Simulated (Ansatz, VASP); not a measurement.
# Two plane-wave programs on TaSi5B2

```
Ta Si B
1.0
     2.98716    0.00000    0.00000
    -1.49358    2.58696    0.00000
     0.00000    0.00000   13.60589
Ta Si B
1 5 2
Direct
  0.00000 0.00000 0.01272
  0.00000 0.00000 0.28002
  0.33333 0.66667 0.42155
  0.00000 0.00000 0.71398
  0.33333 0.66667 0.85676
  0.66667 0.33333 0.56981
  0.33333 0.66667 0.13704
  0.66667 0.33333 0.13812
```

Alike in both runs: functional PBE; k mesh 6 × 6 × 2; occupations gaussian, width 0.2 eV; no spin polarisation.

Ansatz relaxed the structure, and its values are those at the end. VASP's run is a single point on that final structure, the one shown.

|  | VASP | Ansatz |
| --- | --- | --- |
| version | VASP 6.6.1 | Ansatz 0.2.0 |
| potentials or method | VASP PAW PBE potentials, release 64 (Ta_pv, Si, B), cutoff 500 eV | scalar-relativistic, plane waves, PAW |
| valence electrons in the cell | 37 | 39 |

VASP gave:

* gap on the k mesh at the Fermi level (eV): none
* pressure (GPa): 0.2
* rms of the force components (eV/Å): 0.011

Task: Which values does Ansatz return?

Result: gap on the k mesh at the Fermi level (eV): none; pressure (GPa): 0.2; rms of the force components (eV/Å): 0.010.

A gap of «none» marks a metal or a gap that the smearing closes. VASP's potentials hold 37 valence electrons a cell and Ansatz's 39, so a difference there can come from the potentials and not from the codes.

The k mesh is coarse, so the values compare programs but aren't converged. Spin-orbit coupling is off throughout.
